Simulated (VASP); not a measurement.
Input of a VASP 6.6.1 run:

INCAR

```
PREC = Accurate
ENCUT = 520
EDIFF = 1E-7
ISMEAR = 0
SIGMA = 0.05
LREAL = F
LASPH = T
NELM = 80
ALGO = Normal
ISIF = 2
LWAVE = F
LCHARG = T
GGA = PE
LELF = T
LVHAR = T
NBANDS = 16
```

File KPOINTS:

```
Automatic mesh
0
Gamma
  12 12 6
```

File POSCAR:

```
SiC
1.0
    3.0920366030      0.0000000000      0.0000000000
   -1.5460183015      2.6777822476      0.0000000000
    0.0000000000      0.0000000000      5.0738984874
Si C
2 2
Direct
    0.3333333333      0.6666666667      0.0045639005
    0.6666666667      0.3333333333      0.5045639005
    0.3333333333      0.6666666667      0.3953555939
    0.6666666667      0.3333333333      0.8953555939
```

Potentials or basis: VASP PAW PBE potentials, release 64 (Si, C).

Launch:

```console
$ cat potpaw_PBE.64/Si/POTCAR potpaw_PBE.64/C/POTCAR > POTCAR
$ mpirun -np 1 vasp_std > vasp.out
```

What does it give for the pressure?

0.6 GPa.

What does it give for the band gap on the k mesh?

2.31 eV, indirect (least direct gap 4.11 eV).

Estimate the largest force.

1.111 eV/Å.

Forces on the atoms (eV/Å):
```
Si   0.000  0.000  1.111
Si   0.000  0.000  1.111
C    0.000  0.000 -1.111
C    0.000  0.000 -1.111
```

Caveat: forces of over 1 eV/Å act on the atoms, so gaps and moduli don't describe the material at rest. A k mesh can miss the band edges.
